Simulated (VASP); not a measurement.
Wanted: the native input for a VASP 6.6.1 run.

- Task: single point
- Functional: r2SCAN
- Potentials or basis: VASP PAW PBE potentials, release 64 (Al, Cu)
- Cutoff: 520 eV
- k mesh: 12 × 12 × 12
- Occupations: gaussian, width 0.1 eV
- Spin: no spin polarisation
- Dipole correction: no
- Further INCAR settings: ALGO = Normal; EDIFF = 1e-07; NBANDS = 26

Crystal: AlCu3.

```
Al Cu
1.0
     3.67788    0.00000    0.00000
     0.00000    3.67788    0.00000
     0.00000    0.00000    3.67788
Al Cu
1 3
Direct
  0.00000 0.00000 0.00000
  0.50000 0.50000 0.00000
  0.50000 0.00000 0.50000
  0.00000 0.50000 0.50000
```

The input as run:

POSCAR

```
AlCu3
1.0
    3.6778762638      0.0000000000      0.0000000000
    0.0000000000      3.6778762638      0.0000000000
    0.0000000000      0.0000000000      3.6778762638
Al Cu
1 3
Direct
    0.0000000000      0.0000000000      0.0000000000
    0.5000000000      0.5000000000      0.0000000000
    0.5000000000      0.0000000000      0.5000000000
    0.0000000000      0.5000000000      0.5000000000
```

INCAR.step1

```
SYSTEM = AlCu3
  ALGO = Normal
  EDIFF = 1E-4
  ENCUT = 520
  GGA = PE
  ISMEAR = 0
  LASPH = .TRUE.
  LCHARG = .FALSE.
  LREAL = .FALSE.
  LWAVE = .TRUE.
  NBANDS = 26
  NELM = 100
  PREC = Accurate
  SIGMA = 0.1
```

INCAR.step2

```
SYSTEM = AlCu3
  ALGO = Normal
  EDIFF = 1E-7
  ENCUT = 520
  ISIF = 2
  ISMEAR = 0
  ISTART = 1
  LASPH = .TRUE.
  LCHARG = .FALSE.
  LMIXTAU = .TRUE.
  LREAL = .FALSE.
  LWAVE = .FALSE.
  METAGGA = R2SCAN
  NBANDS = 26
  NELM = 100
  PREC = Accurate
  SIGMA = 0.1
```

KPOINTS

```
k-points
0
G
  12 12 12
  0 0 0
```

Potentials or basis: VASP PAW PBE potentials, release 64 (Al, Cu).

Run with:

```sh
$ cat potpaw_PBE.64/Al/POTCAR potpaw_PBE.64/Cu/POTCAR > POTCAR
$ cp INCAR.step1 INCAR
$ mpirun -np 1 vasp_std > vasp.out
$ cp INCAR.step2 INCAR
$ mpirun -np 1 vasp_std > vasp.out
```

It gave:

```json
{
  "Pressure": "-3.8 GPa",
  "Band gap on the k mesh": "zero (bands 18 and 19 overlap by 5.66 eV)"
}
```

Caveat: the cell stands under tension; the PAW data sets were made with another functional, which shifts forces and pressure a little.

Run time: 2.6 min on 1 thread of Intel(R) Xeon(R) 6975P-C (Granite Rapids), with other jobs on the host, peak memory 0.23 GiB.
